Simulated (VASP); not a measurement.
Runs of VASP 6.6.1 on BW3. The structure is that of space group Fm-3m (No. 225), or close to it. The cells are those of the table. The cell was generated, and may not be a known phase.

```csv
task,cell,k mesh,cutoff (eV),gap on the mesh (eV),pressure (GPa),relaxed volume (Å³/atom)
single point,"a = 4.311 Å, angles 60.0°, 4 atoms",6 × 6 × 6,520,none,0.4,-
single point,"a = 4.427 Å, angles 60.0°, 4 atoms",6 × 6 × 6,520,none,(b),-
relaxation of cell and atoms,"relaxed from a = 4.311 Å, angles 60.0°, 4 atoms",14 × 14 × 14,600,none,0.0,14.18
single point,"a = 4.309 Å, angles 60.0°, 4 atoms",14 × 14 × 14,520,none,0.7,-
relaxation of cell and atoms,"relaxed from a = 4.427 Å, angles 60.0°, 4 atoms",6 × 6 × 6,600,none,-0.3,(a)
```

Alike in all rows: level PBE; potentials or basis VASP PAW PBE potentials, release 64 (B, W_sv); no spin polarisation; smearing gaussian 0.1 eV.

Fill in the values left out.

(a) 14.20; (b) -17.9.

Caveats: spin-orbit coupling is left out, which moves the levels of the heavy elements; the cell stands under tension (at least some runs).

A k mesh can miss the band edges, and the runs leave out spin-orbit coupling on W.

A gap of «none» marks levels without a gap at the run's occupations.
